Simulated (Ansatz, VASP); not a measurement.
**Zr2H3 in VASP and in Ansatz**

```
Zr H
1.0
     3.46826    0.00000    0.00000
     0.00000    4.26661    0.00000
     0.00000    0.00000    5.14349
Zr H
2 3
Direct
  0.50000 0.50000 0.50000
  0.50000 0.00000 0.50000
  0.00000 0.00000 0.50000
  0.50000 0.00000 0.00000
  0.00000 0.00000 0.00000
```

Change from the starting cell: species swapped into the Zr3Cd2 type (Pmmm, No. 47).

Alike in both runs: task single point; functional PBE; k mesh 6 × 4 × 4; occupations gaussian, width 0.1 eV; no spin polarisation.

|  | VASP | Ansatz |
| --- | --- | --- |
| version | VASP 6.6.1 | Ansatz 0.2.0 |
| potentials or method | VASP PAW PBE potentials, release 64 (Zr_sv, H), cutoff 520 eV | scalar-relativistic, plane waves, PAW |
| valence electrons in the cell | 27 | 27 |

|  | VASP | Ansatz | Ansatz less VASP |
| --- | --- | --- | --- |
| gap on the k mesh at the Fermi level (eV) | none | none | - |
| pressure (GPa) | 20.5 | 20.1 | -0.43 |
| traceless stress, the component that is largest in VASP (GPa) | 43.56 | 42.58 | -0.984 |

A gap of «none» marks a metal or a gap that the smearing closes. The functional is the same, so the differences come from potentials, cutoffs and numerics.

The k mesh is coarse, so the values compare programs but aren't converged.
